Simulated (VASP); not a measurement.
Here is a VASP 6.6.1 calculation.

File INCAR:

```
  PREC = Accurate
  ENCUT = 600
  EDIFF = 1E-6
  ISMEAR = -1
  SIGMA = 0.05
  LREAL = F
  LASPH = T
  NELM = 200
  ALGO = Normal
  ISIF = 2
  LWAVE = F
  LCHARG = F
  ISPIN = 2
  MAGMOM = 4 2.5
  LORBIT = 11
  LMAXMIX = 4
  NBANDS = 22
  GGA_COMPAT = F
```

The input KPOINTS:

```
Automatic mesh
0
Gamma
  12 12 12
```

File POSCAR:

```
MnCo
1.0
    2.8536000000      0.0000000000      0.0000000000
    0.0000000000      2.8536000000      0.0000000000
    0.0000000000      0.0000000000      2.8536000000
Mn Co
1 1
Direct
    0.0000000000      0.0000000000      0.0000000000
    0.5000000000      0.5000000000      0.5000000000
```

Potentials or basis: VASP PAW LDA potentials, release 64 (Mn_pv, Co).

The run is started by

```bash
$ cat potpaw_LDA.64/Mn_pv/POTCAR potpaw_LDA.64/Co/POTCAR > POTCAR
$ mpirun -np 1 vasp_std > vasp.out
```

**Question.** What does it give for the site moments?

**Answer.** Mn +2.69; Co +1.23 μB.

**Question.** Predict the band gap on the k mesh.

**Answer.** Zero (filled and empty bands overlap).

**Question.** Estimate the net moment.

**Answer.** 3.99 μB per cell.

**Question.** Estimate the pressure.

**Answer.** -17.6 GPa.

Caveat: the cell stands under tension.
